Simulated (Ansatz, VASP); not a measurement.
**Si3C in VASP and in Ansatz**

The input INCAR:

```
SYSTEM = Si3C
ALGO = Normal
EDIFF = 1E-7
ENCUT = 520
GGA = PE
ISIF = 2
ISMEAR = 0
LASPH = .TRUE.
LCHARG = .TRUE.
LELF = .TRUE.
LREAL = .FALSE.
LVHAR = .TRUE.
LWAVE = .FALSE.
NBANDS = 16
NELM = 80
PREC = Accurate
SIGMA = 0.1
```

Contents of KPOINTS:

```
k-points
0
G
  4 4 6
  0 0 0
```

Contents of POSCAR:

```
Si3C
1.0
    2.6874854100     -3.6609680800      0.0000000000
    2.6874854100      3.6609680800      0.0000000000
    0.0000000000      0.0000000000      2.6399570400
Si C
3 1
Direct
    0.5000000000      0.5000000000      0.0000000000
    0.0000000000      0.5000000000      0.5000000000
    0.5000000000      0.0000000000      0.5000000000
    0.0000000000      0.0000000000      0.0000000000
```

Input for Ansatz:

```yaml
crystal:
  lattice:
    - [2.68748541, -3.66096808, 0.0]
    - [2.68748541, 3.66096808, 0.0]
    - [0.0, 0.0, 2.63995704]
  atoms:
    - { symbol: Si, position: [0.5, 0.5, 0.0] }
    - { symbol: Si, position: [0.0, 0.5, 0.5] }
    - { symbol: Si, position: [0.5, 0.0, 0.5] }
    - { symbol: C, position: [0.0, 0.0, 0.0] }
basis:
  ecutwfc: 420
kpoints:
  mp_grid: { grid: [4, 4, 6] }
hamiltonian:
  xc: pbe
scf:
  occupations: { method: gaussian, width: 0.1 }
  lower_state_search: "off"
output:
  forces: true
  stress: true
  eigenvalues: true
```

Change from the starting cell: species swapped into the CdPt3 type (Cmmm, No. 65).

Alike in both runs: task single point; functional PBE; k mesh 4 × 4 × 6; occupations gaussian, width 0.1 eV; no spin polarisation.

|  | VASP | Ansatz |
| --- | --- | --- |
| version | VASP 6.6.1 | Ansatz 0.2.0 |
| potentials or method | VASP PAW PBE potentials, release 64 (Si, C), cutoff 520 eV | scalar-relativistic, plane waves, PAW |
| valence electrons in the cell | 16 | 16 |

VASP gave:

```
gap on the k mesh at the Fermi level (eV)                     : none
pressure (GPa)                                                : -4.8
traceless stress, the component that is largest in VASP (GPa) : 10.96
```

**Question.** Estimate Ansatz's values.

**Answer.** gap on the k mesh at the Fermi level (eV): none; pressure (GPa): -4.8; traceless stress, the component that is largest in VASP (GPa): 10.98.

A gap of «none» marks a metal or a gap that the smearing closes.

The k mesh is coarse, so the values compare programs but aren't converged.
